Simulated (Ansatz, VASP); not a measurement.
## Sb2P3H: VASP beside Ansatz

File INCAR:

```
PREC = Accurate
ENCUT = 500
EDIFF = 1E-7
ISMEAR = 0
SIGMA = 0.1
LREAL = F
LASPH = T
NELM = 120
ALGO = Normal
ISIF = 3
LWAVE = F
LCHARG = F
GGA = PE
IBRION = 2
NSW = 90
EDIFFG = -0.04
GGA_COMPAT = F
NELMIN = 4
```

Contents of KPOINTS:

```
regular mesh
0
Gamma
  4 4 2
```

POSCAR

```
Sb2P3H
1.0
    3.7737904900      0.0000000000      0.0000000000
    0.0000000000      3.7737904900      0.0000000000
    0.0000000000      0.0000000000      9.3931993700
Sb H P
2 1 3
Direct
    0.5000000000      0.5000000000      0.1864259300
    0.5000000000      0.5000000000      0.8135740700
    0.5000000000      0.5000000000      0.5000000000
    0.0000000000      0.5000000000      0.1636321100
    0.5000000000      0.0000000000      0.8363678900
    0.0000000000      0.0000000000      0.0000000000
```

Input for Ansatz:

```yaml
crystal:
  lattice:
    - [3.77379049, 0.0, 0.0]
    - [0.0, 3.77379049, 0.0]
    - [0.0, 0.0, 9.39319937]
  atoms:
    - { symbol: Sb, position: [0.5, 0.5, 0.18642593] }
    - { symbol: Sb, position: [0.5, 0.5, 0.81357407] }
    - { symbol: H, position: [0.5, 0.5, 0.5] }
    - { symbol: P, position: [0.0, 0.5, 0.16363211] }
    - { symbol: P, position: [0.5, 0.0, 0.83636789] }
    - { symbol: P, position: [0.0, 0.0, 0.0] }
basis:
  ecutwfc: 420
kpoints:
  mp_grid: { grid: [4, 4, 2] }
hamiltonian:
  xc: pbe
scf:
  occupations: { method: gaussian, width: 0.1 }
  lower_state_search: "off"
output:
  forces: true
  stress: true
  eigenvalues: true
relax:
  adjacent_minimum: "off"
  f_tol: 0.04
  max_steps: 70
  cell: { stress_tol: 0.4 }
```

Alike in both runs: task relaxation of cell and atoms; functional PBE; k mesh 4 × 4 × 2; occupations gaussian, width 0.1 eV; no spin polarisation.

|  | VASP | Ansatz |
| --- | --- | --- |
| version | VASP 6.6.1 | Ansatz 0.2.0 |
| potentials or method | VASP PAW PBE potentials, release 64 (Sb_d_GW, H, P), cutoff 500 eV | scalar-relativistic, plane waves, PAW |
| valence electrons in the cell | 46 | 46 |

Ansatz gave:

- gap on the k mesh at the Fermi level, each at its own relaxed structure (eV): none
- relaxed volume (Å³/atom): 21.22
- relaxed length of the cell vector where the two differ most in proportion (Å): 11.964

Problem. What did VASP give for the same quantities?

Solution. gap on the k mesh at the Fermi level, each at its own relaxed structure (eV): none; relaxed volume (Å³/atom): 26.47; relaxed length of the cell vector where the two differ most in proportion (Å): 7.026.

A gap of «none» marks a metal or a gap that the smearing closes. One of these differences is far larger than is usual between the two programs; its cause wasn't traced.

The k mesh is coarse, so the values compare programs but aren't converged. Spin-orbit coupling is off throughout. Noted on VASP's run: the volume moved by over 15 % at a fixed basis, so the end points are rough.
